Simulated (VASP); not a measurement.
# SiO2 (I-42d) in VASP: notebook

The runs below take SiO2 through single point, with PBE.

Everything below comes from runs of VASP 6.6.1. Logs are shortened: lines on timing, memory, paths and dates and some standing lists are left out, and cuts for length are marked.

### 1 The cell of the first run

The structure is tetragonal, space group I-42d (No. 122). The conventional cell has a = 5.027 Å, b = 5.027 Å, c = 7.379 Å, α = 90.00°, β = 90.00°, γ = 90.00°. Within 2.2 Å of Si (site symmetry -4) lie 4 O at 1.63 Å. O (site symmetry 2) has 2 Si at 1.63 Å within 2.2 Å.

### 2 Single point, PBE

INCAR

```
ALGO = Normal ; EDIFF = 1E-7
ENCUT = 520 ; GGA = PE
ISIF = 2 ; ISMEAR = 0
LASPH = T ; LCHARG = F
LREAL = F ; LWAVE = F
NBANDS = 25 ; NELM = 100
PREC = Accurate ; SIGMA = 0.02
```

KPOINTS

```
k-points
0
Gamma
  6 6 6
```

POSCAR

```
SiO2
1.0
   -2.5133695493      2.5133695493      3.6893902076
    2.5133695493     -2.5133695493      3.6893902076
    2.5133695493      2.5133695493     -3.6893902076
Si O
2 4
Direct
    0.0000000000      0.0000000000      0.0000000000
    0.7500000000      0.2500000000      0.5000000000
    0.9670112400      0.6250000000      0.8420112400
    0.3750000000      0.2170112400      0.3420112400
    0.7829887600      0.1250000000      0.1579887600
    0.8750000000      0.0329887600      0.6579887600
```

Potentials or basis: VASP PAW PBE potentials, release 64 (Si, O).

Run with:

```bash
$ cat potpaw_PBE.64/Si/POTCAR potpaw_PBE.64/O/POTCAR > POTCAR
$ mpirun -np 1 vasp_std > vasp.out
```

OUTCAR:

```text
EDIFF = 1E-7
   ENCUT = 520
   GGA = PE
   ISIF = 2
   ISMEAR = 0
   LASPH = T
   LREAL = F
   NELM = 100
   PREC = Accurate

 ion  position               nearest neighbor table
   1  0.000  0.000  0.000-   5 1.63   6 1.63   3 1.63   4 1.63   2 3.12   2 3.12   2 3.12   2 3.12

   2  0.750  0.250  0.500-   5 1.63   6 1.63   3 1.63   4 1.63   1 3.12   1 3.12   1 3.12   1 3.12

   3  0.967  0.625  0.842-   1 1.63   2 1.63
   4  0.375  0.217  0.342-   1 1.63   2 1.63
   5  0.783  0.125  0.158-   1 1.63   2 1.63
   6  0.875  0.033  0.658-   1 1.63   2 1.63

  LATTYP: Found a body centered tetragonal cell.
 ALAT       =     5.0267390986
 C/A-ratio  =     1.4679059865

  Lattice vectors:

 A1 = (  -2.5133695493,   2.5133695493,   3.6893902076)
 A2 = (   2.5133695493,  -2.5133695493,   3.6893902076)
 A3 = (   2.5133695493,   2.5133695493,  -3.6893902076)

Analysis of symmetry for initial positions (statically):
=====================================================================
 Subroutine PRICEL returns:
 Original cell was already a primitive cell.

 Routine SETGRP: Setting up the symmetry group for a
 body centered tetragonal supercell.

 Subroutine GETGRP returns: Found  8 space group operations
 (whereof  4 operations were pure point group operations)
 out of a pool of 16 trial point group operations.

The static configuration has the point symmetry S_4 .
 The point group associated with its full space group is D_2d.

Analysis of symmetry for dynamics (positions and initial velocities):
=====================================================================
 Subroutine PRICEL returns:
 Original cell was already a primitive cell.

 Routine SETGRP: Setting up the symmetry group for a
 body centered tetragonal supercell.

 Subroutine GETGRP returns: Found  8 space group operations
 (whereof  4 operations were pure point group operations)
 out of a pool of 16 trial point group operations.

The dynamic configuration has the point symmetry S_4 .
 The point group associated with its full space group is D_2d.

 Subroutine INISYM returns: Found  8 space group operations
 (whereof  4 operations are pure point group operations),
 and found     1 'primitive' translations

----------------------------------------------------------------------------------------

                                     Primitive cell

  volume of cell :      93.2239

  direct lattice vectors                    reciprocal lattice vectors
    -2.513369549  2.513369549  3.689390208     0.000000000  0.198936125  0.135523751
     2.513369549 -2.513369549  3.689390208     0.198936125  0.000000000  0.135523751
     2.513369549  2.513369549 -3.689390208     0.198936125  0.198936125  0.000000000

  length of vectors
     5.123051150  5.123051150  5.123051150     0.240712005  0.240712005  0.281338167

  position of ions in fractional coordinates (direct lattice)
     0.000000000  0.000000000  0.000000000
     0.750000000  0.250000000  0.500000000
     0.967011240  0.625000000  0.842011240
     0.375000000  0.217011240  0.342011240
     0.782988760  0.125000000  0.157988760
     0.875000000  0.032988760  0.657988760

  ion indices of the primitive-cell ions
   primitive index   ion index
                 1           1
                 2           2
                 3           3
                 4           4
                 5           5
                 6           6

----------------------------------------------------------------------------------------

 KPOINTS: k-points

Automatic generation of k-mesh.
 Grid dimensions read from file:
 generate k-points for:    6    6    6

 Generating k-lattice:

  Cartesian coordinates                     Fractional coordinates (reciprocal lattice)
     0.000000000  0.033156021  0.022587292     0.166666667  0.000000000  0.000000000
     0.033156021  0.000000000  0.022587292     0.000000000  0.166666667  0.000000000
     0.033156021  0.033156021  0.000000000     0.000000000  0.000000000  0.166666667

  Length of vectors
     0.040118667  0.040118667  0.046889694

  Shift w.r.t. Gamma in fractional coordinates (k-lattice)
     0.000000000  0.000000000  0.000000000

 Subroutine IBZKPT returns following result:
 ===========================================

 Found     30 irreducible k-points:

 Following reciprocal coordinates:
            Coordinates               Weight
  0.000000  0.000000  0.000000      1.000000
  0.166667 -0.000000  0.000000      8.000000
  0.333333  0.000000 -0.000000      8.000000
  0.500000  0.000000  0.000000      4.000000
  0.166667  0.166667  0.000000      8.000000
  0.333333  0.166667  0.000000     16.000000
[... 16 lines left out ...]
 -0.333333 -0.333333  0.166667      8.000000
 -0.166667 -0.333333  0.166667      8.000000
 [... further k-points ...]
   k-points           NKPTS =     30   k-points in BZ     NKDIM =     30   number of bands    NBANDS=     25
   number of dos      NEDOS =    301   number of ions     NIONS =      6
   total plane-waves  NPLWV =  64000
   dimension x,y,z NGX =    40 NGY =   40 NGZ =   40
   dimension x,y,z NGXF=    80 NGYF=   80 NGZF=   80
   ions per type =               2   4
   NGX,Y,Z   is equivalent  to a cutoff of  12.98, 12.98, 12.98 a.u.
   NGXF,Y,Z  is equivalent  to a cutoff of  25.96, 25.96, 25.96 a.u.
 SYSTEM =  unknown system
   PREC   = accura    normal or accurate (medium, high low for compatibility)
   ISTART =      0    job   : 0-new  1-cont  2-samecut
   ICHARG =      2    charge: 1-file 2-atom 10-const
   ISPIN  =      1    spin polarized calculation?
   LNONCOLLINEAR =      F non collinear calculations
   LSORBIT =      F    spin-orbit coupling
   LASPH  =      T    aspherical Exc in radial PAW
   ENCUT  =  520.0 eV  38.22 Ry    6.18 a.u.   9.53  9.53  9.53*2*pi/ulx,y,z
   NELM   =    100;   NELMIN=  2; NELMDL= -5     # of ELM steps
   EDIFF  = 0.1E-06   stopping-criterion for ELM
   LREAL  =      F    real-space projection
   EDIFFG = 0.1E-05   stopping-criterion for IOM
   NSW    =      0    number of steps for IOM
   IBRION =     -1    ionic relax: 0-MD 1-quasi-New 2-CG
   NFREE  =      0    steps in history (QN), initial steepest desc. (CG)
   ISIF   =      2    stress and relaxation
   ISYM   =      2    0-nonsym 1-usesym 2-fastsym
   POTIM  = 0.5000    time-step for ionic-motion
   TEBEG  =    0.0;   TEEND  =   0.0 temperature during run
   PSTRESS=    0.0 pullay stress
   NELECT =      32.0000    total number of electrons
   NUPDOWN=      -1.0000    fix difference up-down
   EMIN   =  10.00;   EMAX   =-10.00  energy-range for DOS
   EFERMI =   0.00;   METHOD = LEGACY
   ISMEAR =     0;   SIGMA  =   0.02  broadening in eV -4-tet -1-fermi 0-gaus
   EFERMI_NEDOS =   21; number of points for ismear=-14 and -15
   IALGO  =     38    algorithm
   IMIX   =      4    mixing-type and parameters
     AMIX     =   0.40;   BMIX     =  1.00
     AMIX_MAG =   1.60;   BMIX_MAG =  1.00
  volume/ion in A,a.u.               =      15.54       104.85
  Fermi-wavevector in a.u.,A,eV,Ry     =   1.146258  2.166114 17.876797  1.313908
  Thomas-Fermi vector in A             =   2.282943
   LORBIT       =      0    0 simple, 1 ext, 2 COOP (PROOUT), +10 PAW based schemes
   GGA     = PE    functional components
   LHFCALC =     F    Hartree Fock is set to
   AEXX    =    0.0000 exact exchange contribution
   IVDW    =     0    specifies the selected vdW correction
   LEPSILON=     F    determine dielectric tensor
   LRPA    =     F    only Hartree local field effects (RPA)
 non-spin polarized calculation
 Gauss-broadening in eV      SIGMA  =   0.02
  energy-cutoff  :      520.00
  volume of cell :       93.22
 maximum number of plane-waves:      2531
 NGX is ok and might be reduce to    40
   NGX = 19   NGY = 19   NGZ = 19

 number of electron      31.9999995 magnetization

 Free energy of the ion-electron system (eV)
  ---------------------------------------------------
  ext. energy  EPLUGINS =         0.00000000
  ---------------------------------------------------
  free energy    TOTEN  =       -47.49234494 eV

  energy without entropy =      -47.49234494  energy(sigma->0) =      -47.49234494

 E-fermi :  -0.5453     XC(G=0):  -8.0055

 val. band max:       -0.6411250292   @ k =   0.0000   0.0000   0.0000
 cond. band min:       5.0913763341   @ k =   0.0000   0.0000   0.0000
 fundamental gap:      5.7325013633
 Fermi energy:        -0.5452644103

 k-point     1 :       0.0000    0.0000    0.0000
  band No.  band energies     occupation
      1     -19.7429      2.00000
      2     -17.7428      2.00000
      3     -17.7428      2.00000
      4     -17.6879      2.00000
      5      -9.8749      2.00000
      6      -6.1293      2.00000
[... 17 lines left out ...]
     24      12.2147      0.00000
     25      12.8673      0.00000

 k-point     2 :       0.1667   -0.0000    0.0000
  band No.  band energies     occupation
      1     -19.6636      2.00000
      2     -17.8645      2.00000
      3     -17.7470      2.00000
      4     -17.7069      2.00000
      5      -9.6615      2.00000
      6      -6.2039      2.00000
[... 17 lines left out ...]
     24      12.1721      0.00000
     25      12.5886      0.00000

 k-point     3 :       0.3333    0.0000   -0.0000
  band No.  band energies     occupation
      1     -19.4627      2.00000
      2     -18.1719      2.00000
      3     -17.7542      2.00000
      4     -17.7185      2.00000
      5      -9.1732      2.00000
      6      -6.4686      2.00000
[... 552 lines left out ...]
 k-point    23 :      -0.3333   -0.3333    0.1667
  band No.  band energies     occupation
      1     -19.2647      2.00000
      2     -18.4124      2.00000
      3     -17.7664      2.00000
      4     -17.7515      2.00000
      5      -8.6653      2.00000
      6      -6.8904      2.00000
[... 17 lines left out ...]
     24      12.2737      0.00000
     25      12.8730      0.00000

 k-point    24 :      -0.1667   -0.3333    0.1667
  band No.  band energies     occupation
      1     -19.4637      2.00000
      2     -18.1463      2.00000
      3     -17.7577      2.00000
      4     -17.7458      2.00000
      5      -9.1350      2.00000
      6      -6.4574      2.00000
[... 17 lines left out ...]
     24      12.1740      0.00000
     25      12.7794      0.00000

 [... further k-points ...]

------------------------ aborting loop because EDIFF is reached ----------------------------------------

  FORCE on cell =-STRESS in cart. coord.  units (eV):
  Direction    XX          YY          ZZ          XY          YZ          ZX
  --------------------------------------------------------------------------------------
  -------------------------------------------------------------------------------------
  Total        0.0576307      0.0576307      0.0578204      0.0000000     -0.0000000      0.0000000
  in kB        0.9904603      0.9904603      0.9937215      0.0000000     -0.0000000      0.0000000
  external PRESSURE =       0.9915474 kB  Pullay stress =       0.0000000 kB

 VOLUME and BASIS-vectors are now :
 -----------------------------------------------------------------------------
  energy-cutoff  :      520.00
  volume of cell :       93.22
      direct lattice vectors                 reciprocal lattice vectors
    -2.513369549  2.513369549  3.689390208     0.000000000  0.198936125  0.135523751
     2.513369549 -2.513369549  3.689390208     0.198936125  0.000000000  0.135523751
     2.513369549  2.513369549 -3.689390208     0.198936125  0.198936125  0.000000000

 POSITION                                       TOTAL-FORCE (eV/Angst)
 -----------------------------------------------------------------------------------
      0.00000      0.00000      0.00000        -0.000000      0.000000     -0.000000
      0.00000      2.51337      1.84470        -0.000000      0.000000      0.000000
      1.25668      2.97589      2.76704        -0.000000     -0.004662     -0.000000
      0.46252      1.25668      0.92235        -0.004662      0.000000     -0.000000
     -1.25668      2.05085      2.76704        -0.000000      0.004662     -0.000000
     -0.46252      3.77005      0.92235         0.004662     -0.000000     -0.000000
 -----------------------------------------------------------------------------------
    total drift:                                0.000004      0.000004      0.000003

  FREE ENERGIE OF THE ION-ELECTRON SYSTEM (eV)
  ---------------------------------------------------
  free  energy   TOTEN  =       -47.4923449393 eV

  energy  without entropy=      -47.4923449393  energy(sigma->0) =      -47.49234494
```

It took 35 s on 1 thread of Intel Xeon 6975P-C (Granite Rapids), shared host; peak memory 0.24 GiB.

What came out:

```
Free energy            : -47.4923 eV
Pressure               : 0.1 GPa
Largest force          : 0.005 eV/Å
Band gap on the k mesh : 5.73 eV, direct
```

Forces in eV/Å, atoms in the order of the input:
```
Si   0.000  0.000  0.000
Si   0.000  0.000  0.000
O    0.000 -0.005  0.000
O   -0.005  0.000  0.000
O    0.000  0.005  0.000
O    0.005  0.000  0.000
```

### 3 Single point, PBE (volume scaled by 1.03, then relaxed in part)

INCAR

```
PREC = Accurate
ENCUT = 520
EDIFF = 1E-6
ISMEAR = 0
SIGMA = 0.02
LREAL = F
LASPH = T
NELM = 100
ALGO = Normal
ISIF = 2
LWAVE = F
LCHARG = F
GGA = PE
NBANDS = 25
```

KPOINTS

```
regular mesh
0
Gamma
  6 6 6
```

POSCAR

```
SiO2
1.0
   -2.5460963215      2.5460963215      3.7030097427
    2.5460963215     -2.5460963215      3.7030097427
    2.5460963215      2.5460963215     -3.7030097427
Si O
2 4
Direct
    0.0000000000      0.0000000000      0.0000000000
    0.7500000000      0.2500000000      0.5000000000
    0.9551495404      0.6250000000      0.8301495404
    0.3750000000      0.2051495404      0.3301495404
    0.7948504596      0.1250000000      0.1698504596
    0.8750000000      0.0448504596      0.6698504596
```

Potentials or basis: VASP PAW PBE potentials, release 64 (Si, O).

Run with:

```bash
$ cat potpaw_PBE.64/Si/POTCAR potpaw_PBE.64/O/POTCAR > POTCAR
$ mpirun -np 1 vasp_std > vasp.out
```

Wall time 30 s (1 thread of Intel Xeon 6975P-C (Granite Rapids), shared host); peak memory 0.24 GiB.

It converged, with:

```
Free energy            : -47.4922 eV
Pressure               : -0.6 GPa
Largest force          : 0.005 eV/Å
Band gap on the k mesh : 5.63 eV, direct
```

Forces on the atoms (eV/Å):
```
Si   0.000  0.000  0.000
Si   0.000  0.000  0.000
O    0.000 -0.005  0.000
O   -0.005  0.000  0.000
O    0.000  0.005  0.000
O    0.005  0.000  0.000
```

Levels at points of the mesh, in eV from the valence-band top:
| k point | band 13 | band 14 | band 15 | band 16 | band 17 | band 18 | band 19 | band 20 |
| --- | --- | --- | --- | --- | --- | --- | --- | --- |
| (0.00, 0.00, 0.00) | -1.65 | -0.52 | 0.00 | 0.00 | 5.63 | 8.69 | 9.80 | 9.87 |
| (0.50, 0.00, 0.00) | -1.57 | -0.83 | -0.61 | -0.11 | 7.78 | 8.65 | 9.37 | 9.97 |
| (0.50, 0.50, 0.00) | -1.06 | -1.06 | -0.41 | -0.41 | 8.72 | 8.72 | 10.00 | 10.00 |
| (0.50, 0.50, 0.50) | -1.42 | -1.42 | -0.41 | -0.41 | 8.60 | 8.60 | 10.35 | 10.35 |

 A k mesh can miss the band edges.
